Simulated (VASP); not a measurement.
Runs of VASP 6.6.1 on BN. The structure is that of space group P6_3mc (No. 186), or close to it. The cells are those of the table. 

```tsv
task	level	potentials or basis	cell	k mesh	cutoff (eV)	smearing	second run	gap on the mesh (eV)	pressure (GPa)	relaxed volume (Å³/atom)
single point	r2SCAN	VASP PAW PBE potentials, release 64 (B, N)	a = 2.544, b = 2.544, c = 4.208 Å, angles 90.0, 90.0, 120.0°, 4 atoms	12 × 12 × 6	520	gaussian 0.01 eV	-	5.72	1.1	-
single point	PBE	VASP PAW PBE potentials, release 64 (B, N)	a = 2.544, b = 2.544, c = 4.208 Å, angles 90.0, 90.0, 120.0°, 4 atoms	6 × 6 × 4	520	gaussian 0.01 eV	-	5.19	5.0	-
relaxation of cell and atoms	r2SCAN	VASP PAW PBE potentials, release 64 (B, N)	relaxed from a = 2.555, b = 2.555, c = 4.225 Å, angles 90.0, 90.0, 120.0°, 4 atoms	12 × 12 × 6	600	fermi-dirac 0.02 eV	-	5.72	0.0	(c)
dielectric tensor	r2SCAN	VASP PAW PBE potentials, release 64 (B, N)	a = 2.544, b = 2.544, c = 4.208 Å, angles 90.0, 90.0, 120.0°, 4 atoms	9 × 9 × 6	520	gaussian 0.01 eV	-	5.72	-	-
single point	PBE	VASP PAW PBE potentials, release 64 (B, N)	a = 2.555, b = 2.555, c = 4.225 Å, angles 90.0, 90.0, 120.0°, 4 atoms	12 × 12 × 6	520	fermi-dirac 0.02 eV	-	5.21	0.2	-
relaxation of cell and atoms	PBE	VASP PAW PBE potentials, release 64 (B, N)	relaxed from a = 2.536, b = 2.536, c = 4.199 Å, angles 90.0, 90.0, 120.0°, 4 atoms	12 × 12 × 6	600	fermi-dirac 0.02 eV	-	5.21	-0.1	5.97
single point	LDA	VASP PAW LDA potentials, release 64 (B, N)	a = 2.523, b = 2.523, c = 4.175 Å, angles 90.0, 90.0, 120.0°, 4 atoms	12 × 12 × 6	520	fermi-dirac 0.02 eV	-	4.90	1.0	-
single point	LDA	VASP PAW LDA potentials, release 64 (B_h, N_h)	a = 2.523, b = 2.523, c = 4.175 Å, angles 90.0, 90.0, 120.0°, 4 atoms	12 × 12 × 6	910	fermi-dirac 0.02 eV	hard_potentials	4.91	(a)	-
single point	LDA	VASP PAW LDA potentials, release 64 (B, N)	a = 2.544, b = 2.544, c = 4.208 Å, angles 90.0, 90.0, 120.0°, 4 atoms	12 × 12 × 6	520	gaussian 0.01 eV	-	4.96	-8.4	-
single point	r2SCAN	VASP PAW PBE potentials, release 64 (B_h, N_h)	a = 2.544, b = 2.544, c = 4.208 Å, angles 90.0, 90.0, 120.0°, 4 atoms	12 × 12 × 6	910	fermi-dirac 0.02 eV	hard_potentials	5.74	-0.6	-
single point	r2SCAN	VASP PAW PBE potentials, release 64 (B_h, N_h)	a = 2.544, b = 2.544, c = 4.208 Å, angles 90.0, 90.0, 120.0°, 4 atoms	12 × 12 × 6	910	gaussian 0.01 eV	hard_potentials	5.74	-0.6	-
single point	PBEsol	VASP PAW PBE potentials, release 64 (B, N)	a = 2.541, b = 2.541, c = 4.203 Å, angles 90.0, 90.0, 120.0°, 4 atoms	12 × 12 × 6	520	fermi-dirac 0.02 eV	-	4.95	(b)	-
```

Alike in all rows: no spin polarisation.

Question: Estimate the missing entries.

Answer: (a) 0.4; (b) 0.6; (c) 5.91.

Caveats: some runs use coarse meshes; the PAW data sets were made with another functional, which shifts forces and pressure a little (some runs); the cutoff is under 1.25 times the usual one of these potentials, so pressure, stress and relaxed cells hold a basis-set (Pulay) error (some runs).

A k mesh can miss the band edges.
